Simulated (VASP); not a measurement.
# Rh (Fm-3m) in VASP: notebook, part 2 of 2

VASP 6.6.1. The steps go on from the part before.

## Step 3: Relaxation of volume and atoms at fixed shape, PBEsol

This run uses another cell than the first one, of 13.67 Å³/atom.

INCAR

```
SYSTEM = Rh
ALGO = Normal ; EDIFF = 1E-7
EDIFFG = -0.02 ; ENCUT = 500
GGA = PS ; GGA_COMPAT = .FALSE.
IBRION = 2 ; ISIF = 8
ISMEAR = 1 ; LASPH = .TRUE.
LCHARG = .FALSE. ; LREAL = .FALSE.
LWAVE = .FALSE. ; NELM = 120
NELMIN = 4 ; NSW = 80
PREC = Accurate ; SIGMA = 0.1
```

KPOINTS

```
k-points
0
G
  12 12 12
  0 0 0
```

POSCAR

```
Rh
1.0
    2.6839650000      0.0000000000      0.0000000000
    1.3419825000      2.3243818729      0.0000000000
    1.3419825000      0.7747939576      2.1914482458
Rh
1
Direct
    0.0000000000      0.0000000000      0.0000000000
```

Potentials or basis: VASP PAW PBE potentials, release 64 (Rh_pv).

Started as:

```bash
$ cat potpaw_PBE.64/Rh_pv/POTCAR > POTCAR
$ mpirun -np 1 vasp_std > vasp.out
```

OUTCAR:

```text
SYSTEM = Rh
   EDIFF = 1E-7
   EDIFFG = -0.02
   ENCUT = 500
   GGA = PS
   IBRION = 2
   ISIF = 8
   ISMEAR = 1
   LASPH = .TRUE.
   LREAL = .FALSE.
   NELM = 120
   NELMIN = 4
   NSW = 80
   PREC = Accurate

 ion  position               nearest neighbor table
   1  0.000  0.000  0.000-

  LATTYP: Found a face centered cubic cell.
 ALAT       =     3.7956997040

  Lattice vectors:

 A1 = (   2.6839650000,   0.0000000000,   0.0000000000)
 A2 = (   1.3419825000,   2.3243818729,   0.0000000000)
 A3 = (   1.3419825000,   0.7747939576,   2.1914482458)

Analysis of symmetry for initial positions (statically):
=====================================================================
 Subroutine PRICEL returns:
 Original cell was already a primitive cell.

 Routine SETGRP: Setting up the symmetry group for a
 face centered cubic supercell.

 Subroutine GETGRP returns: Found 48 space group operations
 (whereof 48 operations were pure point group operations)
 out of a pool of 48 trial point group operations.

The static configuration has the point symmetry O_h .

Analysis of symmetry for dynamics (positions and initial velocities):
=====================================================================
 Subroutine PRICEL returns:
 Original cell was already a primitive cell.

 Routine SETGRP: Setting up the symmetry group for a
 face centered cubic supercell.

 Subroutine GETGRP returns: Found 48 space group operations
 (whereof 48 operations were pure point group operations)
 out of a pool of 48 trial point group operations.

The dynamic configuration has the point symmetry O_h .

 Subroutine INISYM returns: Found 48 space group operations
 (whereof 48 operations are pure point group operations),
 and found     1 'primitive' translations

----------------------------------------------------------------------------------------

                                     Primitive cell

  volume of cell :      13.6715

  direct lattice vectors                    reciprocal lattice vectors
     2.683965000  0.000000000  0.000000000     0.372583100 -0.215110953 -0.152106414
     1.341982500  2.324381873  0.000000000     0.000000000  0.430221906 -0.152106414
     1.341982500  0.774793958  2.191448246     0.000000000  0.000000000  0.456319241

  length of vectors
     2.683965000  2.683965000  2.683965000     0.456319241  0.456319241  0.456319241

  position of ions in fractional coordinates (direct lattice)
     0.000000000  0.000000000  0.000000000

  ion indices of the primitive-cell ions
   primitive index   ion index
                 1           1

----------------------------------------------------------------------------------------

 KPOINTS: k-points

Automatic generation of k-mesh.
 Grid dimensions read from file:
 generate k-points for:   12   12   12

 Generating k-lattice:

  Cartesian coordinates                     Fractional coordinates (reciprocal lattice)
     0.031048592 -0.017925913 -0.012675534     0.083333333  0.000000000 -0.000000000
[... 42 lines left out ...]
   number of dos      NEDOS =    301   number of ions     NIONS =      1
   total plane-waves  NPLWV =   8000
   dimension x,y,z NGX =    20 NGY =   20 NGZ =   20
   dimension x,y,z NGXF=    40 NGYF=   40 NGZF=   40
   ions per type =               1
   NGX,Y,Z   is equivalent  to a cutoff of  12.39, 12.39, 12.39 a.u.
   NGXF,Y,Z  is equivalent  to a cutoff of  24.78, 24.78, 24.78 a.u.
 SYSTEM =  Rh
   PREC   = accura    normal or accurate (medium, high low for compatibility)
   ISTART =      0    job   : 0-new  1-cont  2-samecut
   ICHARG =      2    charge: 1-file 2-atom 10-const
   ISPIN  =      1    spin polarized calculation?
   LNONCOLLINEAR =      F non collinear calculations
   LSORBIT =      F    spin-orbit coupling
   LASPH  =      T    aspherical Exc in radial PAW
   ENCUT  =  500.0 eV  36.75 Ry    6.06 a.u.   4.89  4.89  4.89*2*pi/ulx,y,z
   NELM   =    120;   NELMIN=  4; NELMDL= -5     # of ELM steps
   EDIFF  = 0.1E-06   stopping-criterion for ELM
   LREAL  =      F    real-space projection
   EDIFFG = -.2E-01   stopping-criterion for IOM
   NSW    =     80    number of steps for IOM
   IBRION =      2    ionic relax: 0-MD 1-quasi-New 2-CG
   NFREE  =      1    steps in history (QN), initial steepest desc. (CG)
   ISIF   =      8    stress and relaxation
   ISYM   =      2    0-nonsym 1-usesym 2-fastsym
   POTIM  = 0.5000    time-step for ionic-motion
   TEBEG  =    0.0;   TEEND  =   0.0 temperature during run
   PSTRESS=    0.0 pullay stress
   NELECT =      15.0000    total number of electrons
   NUPDOWN=      -1.0000    fix difference up-down
   EMIN   =  10.00;   EMAX   =-10.00  energy-range for DOS
   EFERMI =   0.00;   METHOD = LEGACY
   ISMEAR =     1;   SIGMA  =   0.10  broadening in eV -4-tet -1-fermi 0-gaus
   EFERMI_NEDOS =   21; number of points for ismear=-14 and -15
   IALGO  =     38    algorithm
   IMIX   =      4    mixing-type and parameters
     AMIX     =   0.40;   BMIX     =  1.00
     AMIX_MAG =   1.60;   BMIX_MAG =  1.00
  volume/ion in A,a.u.               =      13.67        92.26
  Fermi-wavevector in a.u.,A,eV,Ry     =   1.688496  3.190795 38.790471  2.851019
  Thomas-Fermi vector in A             =   2.770792
   LORBIT       =      0    0 simple, 1 ext, 2 COOP (PROOUT), +10 PAW based schemes
   GGA     = PS    functional components
   LHFCALC =     F    Hartree Fock is set to
   AEXX    =    0.0000 exact exchange contribution
   IVDW    =     0    specifies the selected vdW correction
   LEPSILON=     F    determine dielectric tensor
   LRPA    =     F    only Hartree local field effects (RPA)
 conjugate gradient relaxation of ions
 non-spin polarized calculation
 Methfessel and Paxton  Order N= 1 SIGMA  =   0.10
  energy-cutoff  :      500.00
  volume of cell :       13.67
 maximum number of plane-waves:       360
   NGX =  9   NGY =  9   NGZ =  9

--------------------------------------- Ionic step        1  -------------------------------------------

 number of electron      15.0000007 magnetization

 Free energy of the ion-electron system (eV)
  ---------------------------------------------------
  ext. energy  EPLUGINS =         0.00000000
  ---------------------------------------------------
  free energy    TOTEN  =        -8.14005921 eV

  energy without entropy =       -8.14023507  energy(sigma->0) =       -8.14011783

------------------------ aborting loop because EDIFF is reached ----------------------------------------

  FORCE on cell =-STRESS in cart. coord.  units (eV):
  Direction    XX          YY          ZZ          XY          YZ          ZX
  --------------------------------------------------------------------------------------
  -------------------------------------------------------------------------------------
  Total       -0.3276884     -0.3276884     -0.3276884      0.0000000      0.0000000     -0.0000000
  in kB      -38.4021995    -38.4021995    -38.4021995      0.0000000      0.0000000     -0.0000000
  external PRESSURE =     -38.4021995 kB  Pullay stress =       0.0000000 kB
[... 57 lines left out ...]
--------------------------------------- Ionic step        3  -------------------------------------------

 number of electron      15.0000006 magnetization

 Free energy of the ion-electron system (eV)
  ---------------------------------------------------
  ext. energy  EPLUGINS =         0.00000000
  ---------------------------------------------------
  free energy    TOTEN  =        -8.14227011 eV

  energy without entropy =       -8.14237760  energy(sigma->0) =       -8.14230594

 E-fermi :  12.1445     XC(G=0): -14.3431

 val. band max:       12.0271715216   @ k =  -0.3333   0.3333   0.0000
 cond. band min:      12.1542429207   @ k =   0.5000   0.4167  -0.0000
 fundamental gap:      0.1270713991
 Fermi energy:        12.1445103916

 k-point     1 :       0.0000    0.0000    0.0000
  band No.  band energies     occupation
      1     -34.2828      2.00000
      2     -34.2828      2.00000
      3     -34.2828      2.00000
      4       3.9106      2.00000
      5       8.9060      2.00000
      6       8.9060      2.00000
      7       8.9060      2.00000
      8      11.0789      2.00000
      9      11.0789      2.00000
     10      28.0264      0.00000
     11      32.3753      0.00000
[... 309 lines left out ...]
 k-point    24 :      -0.4167    0.1667    0.0000
  band No.  band energies     occupation
      1     -34.9958      2.00000
      2     -34.5341      2.00000
      3     -34.4202      2.00000
      4       6.5256      2.00000
      5       8.2217      2.00000
      6       9.5247      2.00000
      7       9.9476      2.00000
      8      12.3638     -0.00816
      9      16.2534      0.00000
     10      20.9615      0.00000
     11      28.1928      0.00000

 [... further k-points ...]
[... 5 lines left out ...]
  --------------------------------------------------------------------------------------
  -------------------------------------------------------------------------------------
  Total       -0.0028490     -0.0028490     -0.0028490      0.0000000      0.0000000     -0.0000000
  in kB       -0.3383406     -0.3383406     -0.3383406      0.0000000      0.0000000     -0.0000000
  external PRESSURE =      -0.3383406 kB  Pullay stress =       0.0000000 kB
[... 16 lines left out ...]
  FREE ENERGIE OF THE ION-ELECTRON SYSTEM (eV)
  ---------------------------------------------------
  free  energy   TOTEN  =        -8.1422701082 eV

  energy  without entropy=       -8.1423776005  energy(sigma->0) =       -8.14230594

 reached required accuracy - stopping structural energy minimisation
```

CONTCAR:

```text
Rh
   1.00000000000000
     2.6721142535520959    0.0000000000000000    0.0000000000000000
     1.3360571267760479    2.3141188254221667    0.0000000000000000
     1.3360571267760479    0.7713729417742028    2.1817721518439761
  Rh
     1
Direct
     0.0000000000000000    0.0000000000000000    0.0000000000000000

  0.00000000E+00  0.00000000E+00  0.00000000E+00
```

It took 14 s on 1 thread of Intel Xeon Platinum 8488C (Sapphire Rapids), shared host; peak memory 0.14 GiB.

Results:

```yaml
Free_energy: -8.1423 eV
Relaxed_volume: 13.49 Å³/atom
Relaxed_cell: a = 2.672 Å, b = 2.672 Å, c = 2.672 Å, α = 60.00°, β = 60.00°, γ = 60.00°
Space_group_after_relaxing_to_0.1_Å: Fm-3m (No. 225)
Energy_gained_by_relaxing: 2.2 meV/atom
Ionic_steps: 3
Pressure_after_relaxing: 0.0 GPa
Band_gap_on_the_k_mesh: zero (an odd number of electrons rules out a gap without spin polarisation)
```

Step by step:
```csv
step,energy change (eV),largest force (eV/Å),pressure (GPa),volume (Å³)
1,0.0000,0.0000,-3.84,13.67
2,0.0131,0.0000,11.18,13.03
3,-0.0022,0.0000,-0.03,13.49
```

Final structure:
```yaml
crystal:
  lattice:
    - [2.67211, 0.00000, 0.00000]
    - [1.33606, 2.31412, 0.00000]
    - [1.33606, 0.77137, 2.18177]
  atoms:
    - { symbol: Rh, position: [0.00000, 0.00000, 0.00000] }
```

Caveat: the PAW data sets were made with another functional, which shifts forces and pressure a little.

The gap in the log of VASP goes by the Fermi energy; the results here count the filled bands.